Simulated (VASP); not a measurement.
# Mg3O5: single point with PBE

System: Mg3O5, a slab with vacuum.

```xyz
8
Lattice="3.0086 0.0000 0.0000 -1.5043 2.6055 0.0000 0.0000 0.0000 22.6402" Properties=species:S:1:pos:R:3 pbc="T T T"
O     0.0000    1.7370    4.0000
O     0.0000    0.0000    6.4565
O     1.5043    0.8685    8.8580
O     0.0000    1.7370   11.1402
O     1.0029    2.6055   12.0326
Mg    1.5043    0.8685    5.2283
Mg    0.0000    1.7370    7.7057
Mg    0.0000    0.0000   10.2346
```

```yaml
Program: VASP 6.6.1
Task: single point
Functional: PBE
Potentials_or_basis: VASP PAW PBE potentials, release 64 (O, Mg)
Cutoff: 640 eV
k_mesh: 9 × 9 × 1
Occupations: gaussian, width 0.05 eV
Spin: collinear spin
Starting_moments: "[0.0, 0.0, 0.0, 0.0, 2.0, 0.0, 0.0, 0.0] μB"
Dipole_correction: yes
Second_try: not_converged
Further_INCAR_settings: ALGO = Normal; EDIFF = 1e-06; NBANDS = 32; AMIX = 0.1; BMIX = 0.0001; NELMDL = -8
```

* Largest force: 4.491 eV/Å
* Net moment: -0.26 μB per cell
* Site moments: O -0.09, -0.03, -0.01, -0.02, -0.05; Mg -0.00 μB
* Valence electrons inside the program's atomic spheres: O 4.80, 5.07, 4.94, 4.74 (each value once); Mg 0.38, 0.40, 0.48

Forces in eV/Å, atoms in the order of the input:
```
O   -0.003  0.000  1.130
O    0.008 -0.005  0.095
O    0.176 -0.003  1.152
O    2.874  2.009  2.757
O   -4.062 -1.914  0.067
Mg   0.001  0.000 -1.156
Mg   0.003  0.001 -0.354
Mg   1.003 -0.089 -3.692
```

Levels at points of the mesh, in eV from the Fermi level:
Spin up:
| k point | band 15 | band 16 | band 17 | band 18 | band 19 | band 20 | band 21 | band 22 |
| --- | --- | --- | --- | --- | --- | --- | --- | --- |
| (0.00, 0.00, 0.00) | -0.61 | -0.60 | -0.17 | 0.29 | 0.30 | 2.16 | 5.08 | 6.65 |
Spin down:
| k point | band 14 | band 15 | band 16 | band 17 | band 18 | band 19 | band 20 | band 21 | band 22 | band 23 |
| --- | --- | --- | --- | --- | --- | --- | --- | --- | --- | --- |
| (0.00, 0.00, 0.00) | -0.98 | -0.64 | -0.62 | -0.60 | 0.40 | 0.41 | 2.11 | 5.04 | 6.62 | 7.39 |

Wall time 50 min on 4 MPI ranks on Intel(R) Xeon(R) Platinum 8259CL CPU @ 2.50GHz (Skylake/Cascade Lake) (shared host), peak memory 0.82 GiB a rank.
